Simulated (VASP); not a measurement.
# Al (Fm-3m) in VASP: notebook

Aim: see how the results for Al move with the level of theory and the settings. Levels: PBE+D3(BJ), BLYP+D4. Tasks: single point, relaxation of cell and atoms.

Program: VASP 6.6.1. These are calculated values, not measurements. Logs are shortened: lines on timing, memory, paths and dates and some standing lists are left out, and cuts for length are marked.

## Step 1: The cell of the first run

The structure is cubic, space group Fm-3m (No. 225). The conventional cell has a = 3.985 Å, b = 3.985 Å, c = 3.985 Å, α = 90.00°, β = 90.00°, γ = 90.00°. Al (site symmetry m-3m) has 12 Al at 2.82 Å within 3.7 Å.

## Step 2: Single point, PBE+D3(BJ)

The input, INCAR:

```
ALGO = Normal
EDIFF = 1E-6
ENCUT = 520
GGA = PE
ISIF = 2
ISMEAR = -1
IVDW = 12
LASPH = T
LCHARG = F
LREAL = F
LWAVE = F
NBANDS = 8
NELM = 80
PREC = Accurate
SIGMA = 0.05
```

The input, KPOINTS:

```
k-points
0
Gamma
  11 11 11
```

The input, POSCAR:

```
Al
1.0
    0.0000000000      1.9925374213      1.9925374213
    1.9925374213      0.0000000000      1.9925374213
    1.9925374213      1.9925374213      0.0000000000
Al
1
Direct
    0.0000000000      0.0000000000      0.0000000000
```

Potentials or basis: VASP PAW PBE potentials, release 64 (Al).

Run with:

```bash
cat potpaw_PBE.64/Al/POTCAR > POTCAR
mpirun -np 1 vasp_std > vasp.out
```

OUTCAR:

```text
EDIFF = 1E-6
   ENCUT = 520
   GGA = PE
   ISIF = 2
   ISMEAR = -1
   IVDW = 12
   LASPH = T
   LREAL = F
   NELM = 80
   PREC = Accurate
 IVDW          = 12

 ion  position               nearest neighbor table
   1  0.000  0.000  0.000-

  LATTYP: Found a face centered cubic cell.
 ALAT       =     3.9850748426

  Lattice vectors:

 A1 = (   0.0000000000,   1.9925374213,   1.9925374213)
 A2 = (   1.9925374213,   0.0000000000,   1.9925374213)
 A3 = (   1.9925374213,   1.9925374213,   0.0000000000)

Analysis of symmetry for initial positions (statically):
=====================================================================
 Subroutine PRICEL returns:
 Original cell was already a primitive cell.

 Routine SETGRP: Setting up the symmetry group for a
 face centered cubic supercell.

 Subroutine GETGRP returns: Found 48 space group operations
[... 9 lines left out ...]

 Routine SETGRP: Setting up the symmetry group for a
 face centered cubic supercell.

 Subroutine GETGRP returns: Found 48 space group operations
 (whereof 48 operations were pure point group operations)
 out of a pool of 48 trial point group operations.

The dynamic configuration has the point symmetry O_h .

 Subroutine INISYM returns: Found 48 space group operations
 (whereof 48 operations are pure point group operations),
 and found     1 'primitive' translations

----------------------------------------------------------------------------------------

                                     Primitive cell

  volume of cell :      15.8216

  direct lattice vectors                    reciprocal lattice vectors
     0.000000000  1.992537421  1.992537421    -0.250936316  0.250936316  0.250936316
     1.992537421  0.000000000  1.992537421     0.250936316 -0.250936316  0.250936316
     1.992537421  1.992537421  0.000000000     0.250936316  0.250936316 -0.250936316

  length of vectors
     2.817873445  2.817873445  2.817873445     0.434634449  0.434634449  0.434634449

  position of ions in fractional coordinates (direct lattice)
     0.000000000  0.000000000  0.000000000

  ion indices of the primitive-cell ions
   primitive index   ion index
                 1           1

----------------------------------------------------------------------------------------

 KPOINTS: k-points

Automatic generation of k-mesh.
 Grid dimensions read from file:
 generate k-points for:   11   11   11

 Generating k-lattice:

  Cartesian coordinates                     Fractional coordinates (reciprocal lattice)
    -0.022812392  0.022812392  0.022812392     0.090909091  0.000000000  0.000000000
     0.022812392 -0.022812392  0.022812392     0.000000000  0.090909091  0.000000000
     0.022812392  0.022812392 -0.022812392     0.000000000  0.000000000  0.090909091

  Length of vectors
     0.039512223  0.039512223  0.039512223

  Shift w.r.t. Gamma in fractional coordinates (k-lattice)
     0.000000000  0.000000000  0.000000000

 Subroutine IBZKPT returns following result:
 ===========================================

 Found     56 irreducible k-points:

 Following reciprocal coordinates:
            Coordinates               Weight
  0.000000  0.000000  0.000000      1.000000
  0.090909  0.000000  0.000000      8.000000
  0.181818  0.000000  0.000000      8.000000
  0.272727  0.000000  0.000000      8.000000
  0.363636  0.000000  0.000000      8.000000
  0.454545  0.000000  0.000000      8.000000
[... 16 lines left out ...]
 -0.272727  0.181818  0.000000     24.000000
 -0.181818  0.181818  0.000000     12.000000
 [... further k-points ...]
   k-points           NKPTS =     56   k-points in BZ     NKDIM =     56   number of bands    NBANDS=      8
   number of dos      NEDOS =    301   number of ions     NIONS =      1
   total plane-waves  NPLWV =  13824
   dimension x,y,z NGX =    24 NGY =   24 NGZ =   24
   dimension x,y,z NGXF=    48 NGYF=   48 NGZF=   48
   ions per type =               1
   NGX,Y,Z   is equivalent  to a cutoff of  14.16, 14.16, 14.16 a.u.
   NGXF,Y,Z  is equivalent  to a cutoff of  28.32, 28.32, 28.32 a.u.
 SYSTEM =  unknown system
   PREC   = accura    normal or accurate (medium, high low for compatibility)
   ISTART =      0    job   : 0-new  1-cont  2-samecut
   ICHARG =      2    charge: 1-file 2-atom 10-const
   ISPIN  =      1    spin polarized calculation?
   LNONCOLLINEAR =      F non collinear calculations
   LSORBIT =      F    spin-orbit coupling
   LASPH  =      T    aspherical Exc in radial PAW
   ENCUT  =  520.0 eV  38.22 Ry    6.18 a.u.   5.24  5.24  5.24*2*pi/ulx,y,z
   NELM   =     80;   NELMIN=  2; NELMDL= -5     # of ELM steps
   EDIFF  = 0.1E-05   stopping-criterion for ELM
   LREAL  =      F    real-space projection
   EDIFFG = 0.1E-04   stopping-criterion for IOM
   NSW    =      0    number of steps for IOM
   IBRION =     -1    ionic relax: 0-MD 1-quasi-New 2-CG
   NFREE  =      0    steps in history (QN), initial steepest desc. (CG)
   ISIF   =      2    stress and relaxation
   ISYM   =      2    0-nonsym 1-usesym 2-fastsym
   POTIM  = 0.5000    time-step for ionic-motion
   TEBEG  =    0.0;   TEEND  =   0.0 temperature during run
   PSTRESS=    0.0 pullay stress
   NELECT =       3.0000    total number of electrons
   NUPDOWN=      -1.0000    fix difference up-down
   EMIN   =  10.00;   EMAX   =-10.00  energy-range for DOS
   EFERMI =   0.00;   METHOD = LEGACY
   ISMEAR =    -1;   SIGMA  =   0.05  broadening in eV -4-tet -1-fermi 0-gaus
   EFERMI_NEDOS =   21; number of points for ismear=-14 and -15
   IALGO  =     38    algorithm
   IMIX   =      4    mixing-type and parameters
     AMIX     =   0.40;   BMIX     =  1.00
     AMIX_MAG =   1.60;   BMIX_MAG =  1.00
  volume/ion in A,a.u.               =      15.82       106.77
  Fermi-wavevector in a.u.,A,eV,Ry     =   0.940514  1.777314 12.035268  0.884567
  Thomas-Fermi vector in A             =   2.067934
   LORBIT       =      0    0 simple, 1 ext, 2 COOP (PROOUT), +10 PAW based schemes
   GGA     = PE    functional components
   LHFCALC =     F    Hartree Fock is set to
   AEXX    =    0.0000 exact exchange contribution
   IVDW    =    12    specifies the selected vdW correction
   LEPSILON=     F    determine dielectric tensor
   LRPA    =     F    only Hartree local field effects (RPA)
 non-spin polarized calculation
  energy-cutoff  :      520.00
  volume of cell :       15.82
 maximum number of plane-waves:       440
 NGX is ok and might be reduce to    24
   NGX = 11   NGY = 11   NGZ = 11

 number of electron       3.0000000 magnetization

 Free energy of the ion-electron system (eV)
  ---------------------------------------------------
  ext. energy  EPLUGINS =         0.00000000
  ---------------------------------------------------
  free energy    TOTEN  =        -3.74823616 eV

  energy without entropy =       -3.74430464  energy(sigma->0) =       -3.74627040

 E-fermi :   8.4473     XC(G=0): -10.3495

 val. band max:        8.4160842706   @ k =  -0.4545   0.3636   0.0000
 cond. band min:       8.4779037694   @ k =   0.4545   0.1818   0.0909
 fundamental gap:      0.0618194988
 Fermi energy:         8.4472555088

 k-point     1 :       0.0000    0.0000    0.0000
  band No.  band energies     occupation
      1      -2.9827      2.00000
      2      21.2998      0.00000
      3      21.2998      0.00000
      4      21.2998      0.00000
      5      23.1159      0.00000
      6      23.1159      0.00000
      7      23.1159      0.00000
      8      25.2179      0.00000

 k-point     2 :       0.0909    0.0000    0.0000
  band No.  band energies     occupation
      1      -2.7518      2.00000
      2      18.3751      0.00000
      3      20.7151      0.00000
      4      20.7151      0.00000
      5      23.6772      0.00000
      6      24.0587      0.00000
      7      24.0587      0.00000
      8      27.1686      0.00000

 k-point     3 :       0.1818    0.0000    0.0000
  band No.  band energies     occupation
      1      -2.0615      2.00000
      2      14.6366      0.00000
      3      19.9979      0.00000
      4      19.9979      0.00000
      5      23.3987      0.00000
      6      24.8499      0.00000
      7      24.8499      0.00000
      8      26.2813      0.00000

 k-point     4 :       0.2727    0.0000    0.0000
  band No.  band energies     occupation
      1      -0.9186      2.00000
      2      11.1196      0.00000
      3      19.5906      0.00000
      4      19.5906      0.00000
      5      23.1618      0.00000
      6      23.1982      0.00000
      7      23.1982      0.00000
      8      27.3006      0.00000

 k-point     5 :       0.3636    0.0000    0.0000
  band No.  band energies     occupation
      1       0.6655      2.00000
      2       7.9322      1.99993
      3      19.5482      0.00000
      4      19.5482      0.00000
      5      21.7289      0.00000
      6      21.7289      0.00000
      7      23.2198      0.00000
      8      25.7821      0.00000

 k-point     6 :       0.4545    0.0000    0.0000
  band No.  band energies     occupation
      1       2.6722      2.00000
      2       5.1199      2.00000
      3      19.8778      0.00000
      4      19.8778      0.00000
      5      20.6314      0.00000
      6      20.6314      0.00000
      7      23.6360      0.00000
      8      24.5909      0.00000

 k-point     7 :       0.0909    0.0909    0.0000
  band No.  band energies     occupation
      1      -2.6750      2.00000
      2      19.4507      0.00000
      3      19.4507      0.00000
      4      19.6290      0.00000
      5      22.4270      0.00000
      6      25.2206      0.00000
      7      25.4174      0.00000
      8      25.4174      0.00000

 k-point     8 :       0.1818    0.0909    0.0000
  band No.  band energies     occupation
      1      -2.1380      2.00000
      2      15.9876      0.00000
      3      18.5133      0.00000
      4      19.8324      0.00000
      5      22.7807      0.00000
      6      23.1084      0.00000
      7      25.7509      0.00000
      8      26.8636      0.00000

 k-point     9 :       0.2727    0.0909    0.0000
  band No.  band energies     occupation
      1      -1.1464      2.00000
      2      12.4236      0.00000
      3      17.9490      0.00000
      4      19.5013      0.00000
      5      20.9125      0.00000
      6      24.8494      0.00000
      7      25.6324      0.00000
      8      25.7725      0.00000

 k-point    10 :       0.3636    0.0909    0.0000
  band No.  band energies     occupation
      1       0.2899      2.00000
      2       9.1372      0.00000
      3      17.7679      0.00000
      4      19.0745      0.00000
      5      19.5616      0.00000
      6      24.2656      0.00000
      7      25.4426      0.00000
      8      27.0619      0.00000
[... 78 lines left out ...]
 k-point    18 :       0.2727    0.1818    0.0000
  band No.  band energies     occupation
      1      -0.9187      2.00000
      2      14.0447      0.00000
      3      16.7068      0.00000
      4      17.8904      0.00000
      5      18.3600      0.00000
      6      21.4922      0.00000
      7      28.5217      0.00000
      8      29.3037      0.00000

 k-point    19 :       0.3636    0.1818    0.0000
  band No.  band energies     occupation
      1       0.3646      2.00000
      2      10.7271      0.00000
      3      16.3258      0.00000
      4      16.3891      0.00000
      5      18.0839      0.00000
      6      23.6249      0.00000
      7      27.1255      0.00000
      8      29.3367      0.00000

 k-point    20 :       0.4545    0.1818    0.0000
  band No.  band energies     occupation
      1       2.0806      2.00000
      2       7.7023      2.00000
      3      14.9006      0.00000
      4      16.4618      0.00000
      5      18.2373      0.00000
      6      25.8600      0.00000
      7      26.2348      0.00000
      8      29.1713      0.00000

 k-point    21 :      -0.4545    0.1818    0.0000
  band No.  band energies     occupation
      1       4.1841      2.00000
      2       5.0676      2.00000
      3      13.8741      0.00000
      4      16.9262      0.00000
      5      18.7775      0.00000
      6      24.9100      0.00000
      7      27.5374      0.00000
      8      29.8843      0.00000

 k-point    22 :      -0.3636    0.1818    0.0000
  band No.  band energies     occupation
      1       2.7468      2.00000
      2       6.7579      2.00000
      3      13.2725      0.00000
      4      17.7838      0.00000
      5      19.7241      0.00000
      6      24.3159      0.00000
      7      27.0644      0.00000
      8      30.0359      0.00000

 k-point    23 :      -0.2727    0.1818    0.0000
  band No.  band energies     occupation
      1       0.8900      2.00000
      2       9.6109      0.00000
      3      13.1437      0.00000
      4      19.0340      0.00000
      5      21.0588      0.00000
      6      24.0588      0.00000
      7      26.6022      0.00000
      8      27.1241      0.00000

 k-point    24 :      -0.1818    0.1818    0.0000
  band No.  band energies     occupation
      1      -0.5398      2.00000
      2      12.3316      0.00000
      3      13.9200      0.00000
      4      20.6674      0.00000
      5      22.7240      0.00000
      6      23.6872      0.00000
      7      25.0318      0.00000
      8      25.9631      0.00000

 [... further k-points ...]

------------------------ aborting loop because EDIFF is reached ----------------------------------------

 Edisp (eV)   -0.35134

 E8    (eV) :    -0.1572

  FORCE on cell =-STRESS in cart. coord.  units (eV):
  Direction    XX          YY          ZZ          XY          YZ          ZX
  --------------------------------------------------------------------------------------
  -------------------------------------------------------------------------------------
  Total      -0.00250    -0.00250    -0.00250     0.00000     0.00000    -0.00000
  in kB      -0.25329    -0.25329    -0.25329     0.00000     0.00000    -0.00000
  external pressure =       -0.25 kB  Pullay stress =        0.00 kB

 VOLUME and BASIS-vectors are now :
 -----------------------------------------------------------------------------
  energy-cutoff  :      520.00
  volume of cell :       15.82
      direct lattice vectors                 reciprocal lattice vectors
     0.000000000  1.992537421  1.992537421    -0.250936316  0.250936316  0.250936316
     1.992537421  0.000000000  1.992537421     0.250936316 -0.250936316  0.250936316
     1.992537421  1.992537421  0.000000000     0.250936316  0.250936316 -0.250936316

 POSITION                                       TOTAL-FORCE (eV/Angst)
 -----------------------------------------------------------------------------------
      0.00000      0.00000      0.00000         0.000000      0.000000      0.000000
 -----------------------------------------------------------------------------------
    total drift:                                0.000000     -0.000000     -0.000000

  FREE ENERGIE OF THE ION-ELECTRON SYSTEM (eV)
  ---------------------------------------------------
  free  energy   TOTEN  =        -4.0995770361 eV

  energy  without entropy=       -4.0956455183  energy(sigma->0) =       -4.09761128
```

Run time: 2.6 s. Hardware: 1 thread of Intel Xeon 6975P-C (Granite Rapids), shared host; peak memory 0.13 GiB.

Results:

```yaml
Free_energy: -4.0996 eV
Pressure: 0.0 GPa
Dispersion_energy_per_atom: -0.351 eV
```

Levels at points of the mesh, in eV from the Fermi level:
```csv
k point,band 1,band 2,band 3,band 4
"(0.00, 0.00, 0.00)",-11.43,12.85,12.85,12.85
```

Caveat: pairwise dispersion overbinds metals, which lowers pressure and volume.

(Part 1 of 2 ends here.)
